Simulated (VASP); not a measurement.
## AlN: single point with PBE0

The system is AlN.

```
CELL_PARAMETERS angstrom
3.12976 0.00000 0.00000
-1.56488 2.71045 0.00000
0.00000 0.00000 5.01740
ATOMIC_POSITIONS crystal
Al 0.66710 0.33293 0.50002
Al 0.33293 0.66710 0.00002
N 0.66392 0.33604 0.87998
N 0.33604 0.66392 0.37998
```

```json
{
 "Program": "VASP 6.6.1",
 "Task": "single point",
 "Functional": "PBE0",
 "Potentials or basis": "VASP PAW PBE potentials, release 64 (Al, N)",
 "Cutoff": "520 eV",
 "k mesh": "8 × 8 × 4",
 "Occupations": "fermi-dirac, width 0.01 eV",
 "Spin": "no spin polarisation"
}
```

| Property | Result |
| --- | --- |
| Pressure | -5.3 GPa |
| Largest force | 0.232 eV/Å |
| Band gap on the k mesh | 6.14 eV |

Forces on the atoms (eV/Å):
```
Al   0.112 -0.067 -0.093
Al  -0.114  0.064 -0.093
N    0.185 -0.105  0.093
N   -0.183  0.108  0.093
```

Stress tensor (GPa, compression positive):
```
-5.19 -0.78  0.00
-0.78 -6.09  0.00
 0.00  0.00 -4.65
```

Levels at points of the mesh, in eV from the valence-band top:
```csv
k point,band 4,band 5,band 6,band 7,band 8,band 9,band 10,band 11,band 12,band 13
"(0.00, 0.00, 0.00)",-0.94,-0.86,-0.19,-0.17,0.00,6.14,8.74,13.07,13.40,13.48
"(0.50, 0.00, 0.00)",-4.45,-3.62,-2.25,-1.83,-0.74,7.83,7.90,10.32,12.75,13.18
"(0.50, 0.50, 0.00)",-4.54,-3.55,-2.21,-1.95,-0.70,7.85,8.00,10.38,12.70,13.18
"(0.00, 0.00, 0.50)",-3.57,-0.58,-0.58,-0.53,-0.53,8.54,8.54,12.63,12.63,13.74
"(0.50, 0.00, 0.50)",-5.99,-1.57,-1.57,-1.47,-1.47,7.36,7.36,11.46,11.46,14.35
"(0.50, 0.50, 0.50)",-6.03,-1.53,-1.53,-1.43,-1.43,7.30,7.30,11.48,11.48,14.31
```

Wall time 42 min on 4 MPI ranks on Intel(R) Xeon(R) Platinum 8259CL CPU @ 2.50GHz (Skylake/Cascade Lake), on a shared host, peak memory 0.21 GiB a rank.

Caveat: the cell stands under tension; the PAW data sets were made with another functional, which shifts forces and pressure a little.
